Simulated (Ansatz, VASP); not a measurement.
One calculation of MgS, two programs

POSCAR

```
MgS
1.0
    0.0000000000      2.8331200450      2.8331200450
    2.8331200450      0.0000000000      2.8331200450
    2.8331200450      2.8331200450      0.0000000000
S Mg
1 1
Direct
    0.7500000000      0.7500000000      0.7500000000
    0.0000000000      0.0000000000      0.0000000000
```

INCAR.step1

```
SYSTEM = MgS
ALGO = Normal
EDIFF = 1E-5
ENCUT = 520
GGA = PE
GGA_COMPAT = .FALSE.
ISIF = 2
ISMEAR = -1
LASPH = .TRUE.
LCHARG = .FALSE.
LREAL = .FALSE.
LWAVE = .TRUE.
NBANDS = 11
NELM = 120
PREC = Accurate
SIGMA = 0.1
```

The input INCAR.step2:

```
SYSTEM = MgS
AEXX = 0.25
ALGO = Normal
EDIFF = 1E-6
ENCUT = 520
GGA = PE
GGA_COMPAT = .FALSE.
ISIF = 2
ISMEAR = -1
ISTART = 1
LASPH = .TRUE.
LCHARG = .FALSE.
LHFCALC = .TRUE.
LREAL = .FALSE.
LWAVE = .FALSE.
NBANDS = 11
NELM = 120
PREC = Accurate
PRECFOCK = Normal
SIGMA = 0.1
```

The input KPOINTS:

```
k-points
0
G
  5 5 5
  0 0 0
```

The input input.yaml:

```yaml
crystal:
  lattice: { a: 5.66624009, b: 5.66624009, c: 5.66624009, alpha: 90.0, beta: 90.0, gamma: 90.0 }
  space_group: 216
  reduce_to_primitive: true
  atoms:
    - { symbol: S, wyckoff: "4d", position: [0.25, 0.25, 0.75] }
    - { symbol: Mg, wyckoff: "4a", position: [0.0, 0.0, 0.0] }
hamiltonian:
  xc: pbe0
  pseudopotentials: { kind: paw, source: ansatz }
kpoints:
  mp_grid: { grid: [5, 5, 5] }
scf:
  occupations: { method: fermi_dirac, width: 0.1 }
output:
  forces: true
  stress: true
  eigenvalues: true
  write_density: true
  write_potential: true
  elf: true
  volumetric_format: npy
```

Alike in both runs: functional PBE0; k mesh 5 × 5 × 5; occupations fermi-dirac, width 0.1 eV; no spin polarisation.

|  | VASP | Ansatz |
| --- | --- | --- |
| version | VASP 6.6.1 | Ansatz 0.2.0 |
| potentials or method | VASP PAW PBE potentials, release 64 (S, Mg) | Ansatz PAW earlier set |
| plane-wave cutoff (eV) | 520 | 620 |
| valence electrons in the cell | 8 | 16 |
| task | single point | electrostatic potential |

|  | VASP | Ansatz | Ansatz less VASP |
| --- | --- | --- | --- |
| gap on the k mesh at the Fermi level (eV) | 5.21 | 5.20 | -0.009 |
| least direct gap on the mesh (eV) | 5.21 | 5.20 | -0.009 |
| pressure (GPa) | -0.4 | -0.1 | +0.23 |

VASP's potentials hold 8 valence electrons a cell and Ansatz's 16, so a difference there can come from the potentials and not from the codes.

Noted on Ansatz's run: odd divisions of the mesh miss points on the zone boundary, where band edges often lie, so the gap on the mesh can be too wide.
